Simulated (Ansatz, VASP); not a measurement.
## One calculation of CuAs, two programs

```
CELL_PARAMETERS angstrom
3.95706 0.00000 0.00000
-1.97853 3.42691 0.00000
0.00000 0.00000 4.78685
ATOMIC_POSITIONS crystal
Cu 0.00000 0.00000 0.50000
Cu 0.00000 0.00000 0.00000
As 0.66667 0.33333 0.75000
As 0.33333 0.66667 0.25000
```

Alike in both runs: task single point; functional LDA; k mesh 15 × 15 × 10; occupations gaussian, width 0.15 eV; no spin polarisation.

```csv
,VASP,Ansatz
version,VASP 6.6.1,Ansatz 0.2.0
potentials or method,"VASP PAW LDA potentials, release 64 (Cu, As), cutoff 520 eV","scalar-relativistic, plane waves, PAW"
valence electrons in the cell,32,68
```

Ansatz gave:

| Quantity | Value |
| --- | --- |
| gap on the k mesh at the Fermi level (eV) | none |
| pressure (GPa) | -7.9 |
| traceless stress, the component that is largest in VASP (GPa) | 4.64 |

**Question.** Which values does VASP return?

**Answer.** gap on the k mesh at the Fermi level (eV): none; pressure (GPa): -7.5; traceless stress, the component that is largest in VASP (GPa): 4.67.

LDA's correlation is that of Perdew and Zunger in VASP and of Perdew and Wang (1992) in Ansatz. A gap of «none» marks a metal or a gap that the smearing closes. VASP's potentials hold 32 valence electrons a cell and Ansatz's 68, so a difference there can come from the potentials and not from the codes.
